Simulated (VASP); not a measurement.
# Ta (Im-3m) in VASP: a series of runs

Ta is run at these levels: BLYP+D4, PBEsol, LDA; tasks: relaxation of cell and atoms.

Everything below comes from runs of VASP 6.6.1. Logs are shortened: lines on timing, memory, paths and dates and some standing lists are left out, and cuts for length are marked.

## Step 1: The cell of the first run

It takes space group Im-3m (No. 229, cubic). The conventional cell has a = 3.303 Å, b = 3.303 Å, c = 3.303 Å, α = 90.00°, β = 90.00°, γ = 90.00°. Within 3.8 Å of Ta (site symmetry m-3m) lie 14 Ta at 2.86 to 3.30 Å.

## Step 2: Relaxation of cell and atoms, BLYP+D4

File INCAR:

```
PREC = Accurate ; ENCUT = 600
EDIFF = 1E-7 ; ISMEAR = -1
SIGMA = 0.05 ; LREAL = F
LASPH = T ; NELM = 80
ALGO = Normal ; ISIF = 3
LWAVE = F ; LCHARG = F
GGA = B5 ; ALDAX = 1.0
AGGAX = 1.0 ; AGGAC = 1.0
ALDAC = 0.0 ; IVDW = 13
VDW_S6 = 1.0 ; VDW_S8 = 2.34076671
VDW_A1 = 0.44488865 ; VDW_A2 = 4.0933009
IBRION = 2 ; NSW = 80
EDIFFG = -0.01
```

File KPOINTS:

```
Automatic mesh
0
Gamma
  11 11 11
```

File POSCAR:

```
Ta
1.0
   -1.6512800000      1.6512800000      1.6512800000
    1.6512800000     -1.6512800000      1.6512800000
    1.6512800000      1.6512800000     -1.6512800000
Ta
1
Direct
    0.0000000000      0.0000000000      0.0000000000
```

Potentials or basis: VASP PAW PBE potentials, release 64 (Ta_pv).

The run is started by

```
$ cat potpaw_PBE.64/Ta_pv/POTCAR > POTCAR
$ mpirun -np 1 vasp_std > vasp.out
```

OUTCAR:

```text
PREC = Accurate
   ENCUT = 600
   EDIFF = 1E-7
   ISMEAR = -1
   LREAL = F
   LASPH = T
   NELM = 80
   ISIF = 3
   GGA = B5
   IVDW = 13
   IBRION = 2
   NSW = 80
   EDIFFG = -0.01

 ion  position               nearest neighbor table
   1  0.000  0.000  0.000-

  LATTYP: Found a body centered cubic cell.
 ALAT       =     3.3025600000

  Lattice vectors:

 A1 = (  -1.6512800000,   1.6512800000,   1.6512800000)
 A2 = (   1.6512800000,  -1.6512800000,   1.6512800000)
 A3 = (   1.6512800000,   1.6512800000,  -1.6512800000)

Analysis of symmetry for initial positions (statically):
=====================================================================
 Subroutine PRICEL returns:
 Original cell was already a primitive cell.

 Routine SETGRP: Setting up the symmetry group for a
 body centered cubic supercell.

 Subroutine GETGRP returns: Found 48 space group operations
 (whereof 48 operations were pure point group operations)
 out of a pool of 48 trial point group operations.

The static configuration has the point symmetry O_h .

Analysis of symmetry for dynamics (positions and initial velocities):
=====================================================================
 Subroutine PRICEL returns:
 Original cell was already a primitive cell.

 Routine SETGRP: Setting up the symmetry group for a
 body centered cubic supercell.

 Subroutine GETGRP returns: Found 48 space group operations
 (whereof 48 operations were pure point group operations)
 out of a pool of 48 trial point group operations.

The dynamic configuration has the point symmetry O_h .

 Subroutine INISYM returns: Found 48 space group operations
 (whereof 48 operations are pure point group operations),
 and found     1 'primitive' translations

----------------------------------------------------------------------------------------

                                     Primitive cell

  volume of cell :      18.0104

  direct lattice vectors                    reciprocal lattice vectors
    -1.651280000  1.651280000  1.651280000     0.000000000  0.302795407  0.302795407
     1.651280000 -1.651280000  1.651280000     0.302795407  0.000000000  0.302795407
     1.651280000  1.651280000 -1.651280000     0.302795407  0.302795407  0.000000000

  length of vectors
     2.860100858  2.860100858  2.860100858     0.428217371  0.428217371  0.428217371

  position of ions in fractional coordinates (direct lattice)
     0.000000000  0.000000000  0.000000000

  ion indices of the primitive-cell ions
   primitive index   ion index
                 1           1

----------------------------------------------------------------------------------------

 KPOINTS: Automatic mesh

Automatic generation of k-mesh.
 Grid dimensions read from file:
 generate k-points for:   11   11   11

 Generating k-lattice:

  Cartesian coordinates                     Fractional coordinates (reciprocal lattice)
     0.000000000  0.027526855  0.027526855     0.090909091  0.000000000  0.000000000
     0.027526855  0.000000000  0.027526855     0.000000000  0.090909091  0.000000000
     0.027526855  0.027526855  0.000000000     0.000000000  0.000000000  0.090909091

  Length of vectors
     0.038928852  0.038928852  0.038928852

  Shift w.r.t. Gamma in fractional coordinates (k-lattice)
     0.000000000  0.000000000  0.000000000

 Subroutine IBZKPT returns following result:
 ===========================================

 Found     56 irreducible k-points:

 Following reciprocal coordinates:
            Coordinates               Weight
  0.000000  0.000000  0.000000      1.000000
  0.090909  0.000000  0.000000     12.000000
  0.181818  0.000000  0.000000     12.000000
  0.272727  0.000000  0.000000     12.000000
  0.363636  0.000000  0.000000     12.000000
  0.454545  0.000000  0.000000     12.000000
[... 16 lines left out ...]
  0.272727  0.181818  0.090909     48.000000
  0.363636  0.181818  0.090909     24.000000
 [... further k-points ...]
   k-points           NKPTS =     56   k-points in BZ     NKDIM =     56   number of bands    NBANDS=      9
   number of dos      NEDOS =    301   number of ions     NIONS =      1
   total plane-waves  NPLWV =  13824
   dimension x,y,z NGX =    24 NGY =   24 NGZ =   24
   dimension x,y,z NGXF=    48 NGYF=   48 NGZF=   48
   ions per type =               1
   NGX,Y,Z   is equivalent  to a cutoff of  13.95, 13.95, 13.95 a.u.
   NGXF,Y,Z  is equivalent  to a cutoff of  27.90, 27.90, 27.90 a.u.
 SYSTEM =  unknown system
   PREC   = accura    normal or accurate (medium, high low for compatibility)
   ISTART =      0    job   : 0-new  1-cont  2-samecut
   ICHARG =      2    charge: 1-file 2-atom 10-const
   ISPIN  =      1    spin polarized calculation?
   LNONCOLLINEAR =      F non collinear calculations
   LSORBIT =      F    spin-orbit coupling
   LASPH  =      T    aspherical Exc in radial PAW
   ENCUT  =  600.0 eV  44.10 Ry    6.64 a.u.   5.71  5.71  5.71*2*pi/ulx,y,z
   NELM   =     80;   NELMIN=  2; NELMDL= -5     # of ELM steps
   EDIFF  = 0.1E-06   stopping-criterion for ELM
   LREAL  =      F    real-space projection
   EDIFFG = -.1E-01   stopping-criterion for IOM
   NSW    =     80    number of steps for IOM
   IBRION =      2    ionic relax: 0-MD 1-quasi-New 2-CG
   NFREE  =      1    steps in history (QN), initial steepest desc. (CG)
   ISIF   =      3    stress and relaxation
   ISYM   =      2    0-nonsym 1-usesym 2-fastsym
   POTIM  = 0.5000    time-step for ionic-motion
   TEBEG  =    0.0;   TEEND  =   0.0 temperature during run
   PSTRESS=    0.0 pullay stress
   NELECT =      11.0000    total number of electrons
   NUPDOWN=      -1.0000    fix difference up-down
   EMIN   =  10.00;   EMAX   =-10.00  energy-range for DOS
   EFERMI =   0.00;   METHOD = LEGACY
   ISMEAR =    -1;   SIGMA  =   0.05  broadening in eV -4-tet -1-fermi 0-gaus
   EFERMI_NEDOS =   21; number of points for ismear=-14 and -15
   IALGO  =     38    algorithm
   IMIX   =      4    mixing-type and parameters
     AMIX     =   0.40;   BMIX     =  1.00
     AMIX_MAG =   1.60;   BMIX_MAG =  1.00
  volume/ion in A,a.u.               =      18.01       121.54
  Fermi-wavevector in a.u.,A,eV,Ry     =   1.388988  2.624806 26.249534  1.929286
  Thomas-Fermi vector in A             =   2.513061
   LORBIT       =      0    0 simple, 1 ext, 2 COOP (PROOUT), +10 PAW based schemes
   GGA     = B5    functional components
   LHFCALC =     F    Hartree Fock is set to
   AEXX    =    0.0000 exact exchange contribution
   IVDW    =    13    specifies the selected vdW correction
   LEPSILON=     F    determine dielectric tensor
   LRPA    =     F    only Hartree local field effects (RPA)
 conjugate gradient relaxation of ions
 non-spin polarized calculation
  energy-cutoff  :      600.00
  volume of cell :       18.01
 maximum number of plane-waves:       615
   NGX = 11   NGY = 11   NGZ = 11

--------------------------------------- Ionic step        1  -------------------------------------------

 number of electron      11.0000002 magnetization

 Free energy of the ion-electron system (eV)
  ---------------------------------------------------
  ext. energy  EPLUGINS =         0.00000000
  ---------------------------------------------------
  free energy    TOTEN  =       -10.27772143 eV

  energy without entropy =      -10.26961966  energy(sigma->0) =      -10.27367054

------------------------ aborting loop because EDIFF is reached ----------------------------------------

  DFT-D4 for vdW energy calculation

  Edisp (eV):   -0.58442

  FORCE on cell =-STRESS in cart. coord.  units (eV):
  Direction    XX          YY          ZZ          XY          YZ          ZX
  --------------------------------------------------------------------------------------
  -------------------------------------------------------------------------------------
  Total       0.52660     0.52660     0.52660     0.00000     0.00000    -0.00000
  in kB      46.84595    46.84595    46.84595     0.00000     0.00000    -0.00000
  external pressure =       46.85 kB  Pullay stress =        0.00 kB
[... 59 lines left out ...]
  energy  without entropy=      -10.8281685250  energy(sigma->0) =      -10.83323824

--------------------------------------- Ionic step        3  -------------------------------------------

 number of electron      11.0000000 magnetization

 Free energy of the ion-electron system (eV)
  ---------------------------------------------------
  ext. energy  EPLUGINS =         0.00000000
  ---------------------------------------------------
  free energy    TOTEN  =       -10.29726497 eV

  energy without entropy =      -10.28887868  energy(sigma->0) =      -10.29307182

 E-fermi :   5.8727     XC(G=0): -11.8813

 val. band max:        5.8268014442   @ k =  -0.4545  -0.4545   0.0909
 cond. band min:       5.9370110306   @ k =  -0.1818   0.2727   0.0909
 fundamental gap:      0.1102095865
 Fermi energy:         5.8726919831

 k-point     1 :       0.0000    0.0000    0.0000
  band No.  band energies     occupation
      1     -27.1707      2.00000
      2     -27.1707      2.00000
      3     -27.1707      2.00000
      4      -1.8014      2.00000
      5       6.4888      0.00001
      6       6.4888      0.00001
      7       6.4888      0.00001
      8       9.6924      0.00000
      9       9.6924      0.00000
[... 265 lines left out ...]
 k-point    24 :       0.3636    0.1818    0.0909
  band No.  band energies     occupation
      1     -28.0857      2.00000
      2     -27.6761      2.00000
      3     -27.3518      2.00000
      4       3.1295      2.00000
      5       4.3153      2.00000
      6       5.9774      0.21920
      7      10.0644      0.00000
      8      10.6038      0.00000
      9      14.6793      0.00000

 [... further k-points ...]

------------------------ aborting loop because EDIFF is reached ----------------------------------------

  DFT-D4 for vdW energy calculation

  Edisp (eV):   -0.57081

  FORCE on cell =-STRESS in cart. coord.  units (eV):
  Direction    XX          YY          ZZ          XY          YZ          ZX
  --------------------------------------------------------------------------------------
  -------------------------------------------------------------------------------------
  Total      -0.00995    -0.00995    -0.00995    -0.00000     0.00000    -0.00000
  in kB      -0.86469    -0.86469    -0.86469    -0.00000     0.00000    -0.00000
  external pressure =       -0.86 kB  Pullay stress =        0.00 kB
[... 16 lines left out ...]
  FREE ENERGIE OF THE ION-ELECTRON SYSTEM (eV)
  ---------------------------------------------------
  free  energy   TOTEN  =       -10.8680744809 eV

  energy  without entropy=      -10.8596881857  energy(sigma->0) =      -10.86388133

 reached required accuracy - stopping structural energy minimisation
```

Wall time 25 s (1 thread of AMD EPYC 9R45 (Zen 5), shared host); peak memory 0.13 GiB.

What came out:

| Item | Value |
| --- | --- |
| Free energy | -10.8681 eV |
| Relaxed volume | 18.43 Å³/atom |
| Relaxed cell | a = 2.882 Å, b = 2.882 Å, c = 2.882 Å, α = 109.47°, β = 109.47°, γ = 109.47° |
| Space group after relaxing (to 0.05 Å) | Im-3m (No. 229) |
| Energy gained by relaxing | 5.9 meV/atom |
| Ionic steps | 3 |
| Pressure after relaxing | -0.1 GPa |
| Dispersion energy per atom | -0.571 eV |

The path:
```csv
step,energy change (eV),largest force (eV/Å),pressure (GPa),volume (Å³)
1,0.0000,0.0000,4.68,18.01
2,0.0238,0.0000,-9.15,19.42
3,-0.0059,0.0000,-0.09,18.43
```

Final structure:
```
CELL_PARAMETERS angstrom
-1.66409 1.66409 1.66409
1.66409 -1.66409 1.66409
1.66409 1.66409 -1.66409
ATOMIC_POSITIONS crystal
Ta 0.00000 0.00000 0.00000
```

Caveat: the PAW data sets were made with another functional, which shifts forces and pressure a little; spin-orbit coupling is left out, which moves the levels of the heavy elements; pairwise dispersion overbinds metals, which lowers pressure and volume. Zero-point motion and thermal expansion aren't in these numbers.

## Step 3: Relaxation of cell and atoms, PBEsol

File INCAR:

```
PREC = Accurate
ENCUT = 600
EDIFF = 1E-7
ISMEAR = -1
SIGMA = 0.05
LREAL = F
LASPH = T
NELM = 80
ALGO = Normal
ISIF = 3
LWAVE = F
LCHARG = F
GGA = PS
IBRION = 2
NSW = 80
EDIFFG = -0.005
```

File KPOINTS:

```
regular mesh
0
Gamma
  11 11 11
```

POSCAR is that of step 2.

Potentials or basis: VASP PAW PBE potentials, release 64 (Ta_pv).

The run is started by

```
$ cat potpaw_PBE.64/Ta_pv/POTCAR > POTCAR
$ mpirun -np 1 vasp_std > vasp.out
```

Wall time 14 s (1 thread of AMD EPYC 9R45 (Zen 5), shared host); peak memory 0.12 GiB.

Results (log left out):

```yaml
Free_energy: -12.5615 eV
Relaxed_volume: 17.65 Å³/atom
Relaxed_cell: a = 2.841 Å, b = 2.841 Å, c = 2.841 Å, α = 109.47°, β = 109.47°, γ = 109.47°
Space_group_after_relaxing_to_0.05_Å: Im-3m (No. 229)
Energy_gained_by_relaxing: 4.8 meV/atom
Ionic_steps: 4
Pressure_after_relaxing: 0.0 GPa
```

The path:
| step | energy change (eV) | largest force (eV/Å) | pressure (GPa) | volume (Å³) |
| --- | --- | --- | --- | --- |
| 1 | 0.0000 | 0.0000 | -4.16 | 18.01 |
| 2 | 0.0235 | 0.0000 | 11.46 | 16.82 |
| 3 | -0.0048 | 0.0000 | -0.07 | 17.65 |
| 4 | -0.0048 | 0.0000 | 0.01 | 17.65 |

Final structure:
```xyz
1
Lattice="-1.6401 1.6401 1.6401 1.6401 -1.6401 1.6401 1.6401 1.6401 -1.6401" Properties=species:S:1:pos:R:3 pbc="T T T"
Ta    1.6401   -1.6401    1.6401
```

Levels at points of the mesh, in eV from the Fermi level:
| k point | band 3 | band 4 | band 5 | band 6 | band 7 | band 8 |
| --- | --- | --- | --- | --- | --- | --- |
| (0.00, 0.00, 0.00) | -32.94 | -8.00 | 0.72 | 0.72 | 0.72 | 4.07 |

Caveat: the PAW data sets were made with another functional, which shifts forces and pressure a little; spin-orbit coupling is left out, which moves the levels of the heavy elements.

## Step 4: Relaxation of cell and atoms, LDA

File INCAR:

```
SYSTEM = Ta
PREC = Accurate ; ENCUT = 600
EDIFF = 1E-6 ; ISMEAR = -1
SIGMA = 0.05 ; LREAL = .False.
LASPH = .True. ; NELM = 80
ALGO = Normal ; ISIF = 3
LWAVE = .False. ; LCHARG = .False.
IBRION = 2 ; NSW = 60
EDIFFG = -0.01
```

File KPOINTS:

```
regular mesh
0
Gamma
  11 11 11
  0 0 0
```

POSCAR is that of step 3.

Potentials or basis: VASP PAW LDA potentials, release 64 (Ta_pv).

The run is started by

```
$ cat potpaw_LDA.64/Ta_pv/POTCAR > POTCAR
$ mpirun -np 1 vasp_std > vasp.out
```

It took 12 s on 1 thread of AMD EPYC 9R45 (Zen 5), shared host; peak memory 0.11 GiB.

The run converged. Its results:

| Item | Value |
| --- | --- |
| Free energy | -12.8392 eV |
| Relaxed volume | 17.29 Å³/atom |
| Relaxed cell | a = 2.821 Å, b = 2.821 Å, c = 2.821 Å, α = 109.47°, β = 109.47°, γ = 109.47° |
| Space group after relaxing (to 0.05 Å) | Im-3m (No. 229) |
| Energy gained by relaxing | 20.3 meV/atom |
| Ionic steps | 4 |
| Pressure after relaxing | -0.1 GPa |

The path:
```csv
step,energy change (eV),largest force (eV/Å),pressure (GPa),volume (Å³)
1,0.0000,0.0000,-8.61,18.01
2,0.1166,0.0000,28.41,15.60
3,-0.0203,0.0000,-0.38,17.31
4,-0.0203,0.0000,-0.06,17.29
```

Final structure:
```
Ta
1.0
    -1.62882    1.62882    1.62882
     1.62882   -1.62882    1.62882
     1.62882    1.62882   -1.62882
Ta
1
Direct
  0.00000 0.00000 0.00000
```

Levels at points of the mesh, in eV from the Fermi level:
| k point | band 2 | band 3 | band 4 | band 5 | band 6 | band 7 | band 8 | band 9 |
| --- | --- | --- | --- | --- | --- | --- | --- | --- |
| (0.00, 0.00, 0.00) | -32.74 | -32.74 | -7.99 | 0.67 | 0.67 | 0.67 | 4.08 | 4.08 |

Caveat: spin-orbit coupling is left out, which moves the levels of the heavy elements. LDA usually gives volumes a few per cent too small.

## Step 5: Overview

```csv
level,potentials or basis,gap on the mesh (eV),pressure (GPa),relaxed volume (Å³/atom)
BLYP+D4,"VASP PAW PBE potentials, release 64 (Ta_pv)",none,-0.1,18.43
PBEsol,"VASP PAW PBE potentials, release 64 (Ta_pv)",none,0.0,17.65
LDA,"VASP PAW LDA potentials, release 64 (Ta_pv)",none,-0.1,17.29
```

Alike in all rows: task relaxation of cell and atoms; no spin polarisation; cell relaxed; k mesh 11 × 11 × 11; cutoff (eV) 600; smearing fermi-dirac 0.05 eV.

Caveats: spin-orbit coupling is left out, which moves the levels of the heavy elements; the PAW data sets were made with another functional, which shifts forces and pressure a little (some runs); pairwise dispersion overbinds metals, which lowers pressure and volume (some runs).

Total energies depend on the potentials used, so only differences within one code and one set of settings carry meaning.
